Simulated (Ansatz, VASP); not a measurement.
**Two plane-wave programs on BaZrO3**

Contents of POSCAR:

```
BaZrO3
1.0
    4.1195041957      0.0000000000      0.0000000000
    0.0000000000      4.1195041957      0.0000000000
    0.0000000000      0.0000000000      4.1195041957
Ba Zr O
1 1 3
Direct
    0.0000000000      0.0000000000      0.0000000000
    0.5000000000      0.5000000000      0.5000000000
    0.0000000000      0.5000000000      0.5000000000
    0.5000000000      0.0000000000      0.5000000000
    0.5000000000      0.5000000000      0.0000000000
```

File INCAR.step1:

```
SYSTEM = BaZrO3
ALGO = Normal ; EDIFF = 1E-4
ENCUT = 520 ; GGA = PE
ISMEAR = 0 ; LASPH = .True.
LCHARG = .False. ; LREAL = .False.
LWAVE = .True. ; NBANDS = 28
NELM = 100 ; PREC = Accurate
SIGMA = 0.01
```

The input INCAR.step2:

```
SYSTEM = BaZrO3
ALGO = Normal ; EDIFF = 1E-6
ENCUT = 520 ; ISIF = 2
ISMEAR = 0 ; ISTART = 1
LASPH = .True. ; LCHARG = .False.
LMIXTAU = .True. ; LREAL = .False.
LWAVE = .False. ; METAGGA = R2SCAN
NBANDS = 28 ; NELM = 100
PREC = Accurate ; SIGMA = 0.01
```

KPOINTS

```
k-points
0
Gamma
  6 6 6
  0 0 0
```

Input for Ansatz:

```yaml
crystal:
  lattice:
    - [4.1195041957, 0.0, 0.0]
    - [0.0, 4.1195041957, 0.0]
    - [0.0, 0.0, 4.1195041957]
  atoms:
    - { symbol: Ba, position: [0.0, 0.0, 0.0] }
    - { symbol: Zr, position: [0.5, 0.5, 0.5] }
    - { symbol: O, position: [0.0, 0.5, 0.5] }
    - { symbol: O, position: [0.5, 0.0, 0.5] }
    - { symbol: O, position: [0.5, 0.5, 0.0] }
kpoints:
  mp_grid: { grid: [6, 6, 6] }
hamiltonian:
  xc: r2scan
scf:
  occupations: { method: fixed }
  n_extra_bands: 5
output:
  forces: true
  stress: true
  eigenvalues: true
```

Alike in both runs: task single point; functional r2SCAN; k mesh 6 × 6 × 6; no spin polarisation.

|  | VASP | Ansatz |
| --- | --- | --- |
| version | VASP 6.6.1 | Ansatz 0.2.0 |
| potentials or method | VASP PAW PBE potentials, release 64 (Ba_sv, Zr_sv, O) | plane waves, PAW |
| plane-wave cutoff (eV) | 520 | 500 |
| occupations | gaussian, width 0.01 eV | fixed |
| valence electrons in the cell | 40 | 40 |

```tsv
	VASP	Ansatz	Ansatz less VASP
gap on the k mesh at the Fermi level (eV)	3.83	3.89	+0.063
pressure (GPa)	12.9	11.5	-1.34
```

VASP's potentials were made for PBE, not for r2SCAN.

Neither program's run includes spin-orbit coupling.
